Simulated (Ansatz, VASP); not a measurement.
## HF: VASP beside Ansatz

```xyz
20
Lattice="7.6174 0.0000 0.0000 0.0000 7.6174 0.0000 0.0000 0.0000 7.6174" Properties=species:S:1:pos:R:3 pbc="T T T"
F     3.2028    3.6270    1.2297
F     3.3714    7.1376    4.3864
F     1.3271    0.3708    5.5644
F     4.5556    4.0586    6.1232
F     0.8584    6.1629    1.2732
F     6.4389    2.3442    7.7362
F     6.9549    5.4198    5.9454
F     6.5968    1.2330    5.5626
F     4.2802    6.5130    2.1163
F     4.6246    1.3764    1.4177
H     3.5728    2.7979    1.5153
H     3.6494    6.8450    3.5050
H     2.0043    0.0174    4.9730
H     4.1026    4.0505    6.9547
H     0.5900    5.6088    0.5678
H     6.5227    1.9229    6.8459
H     6.1328    4.9553    5.8975
H     7.4582    0.8053    5.4394
H     4.4009    7.3576    1.6701
H     5.3943    1.7344    0.9050
```

Alike in both runs: functional PBE; dispersion D3(BJ); k mesh 1 × 1 × 1; occupations fermi-dirac, width 0.02 eV; no spin polarisation.

Ansatz relaxed the structure, and its values are those at the end. VASP's run is a single point on that final structure, the one shown.

```csv
,VASP,Ansatz
version,VASP 6.6.1,Ansatz 0.2.0
potentials or method,"VASP PAW PBE potentials, release 64 (F_h, H_h), cutoff 910 eV","scalar-relativistic, plane waves, PAW"
valence electrons in the cell,80,80
```

|  | VASP | Ansatz | Ansatz less VASP |
| --- | --- | --- | --- |
| rms of the force components (eV/Å) | 0.097 | 0.095 | -0.0022 |

Noted on VASP's run: the cutoff is short for stress, so the pressure is rough.
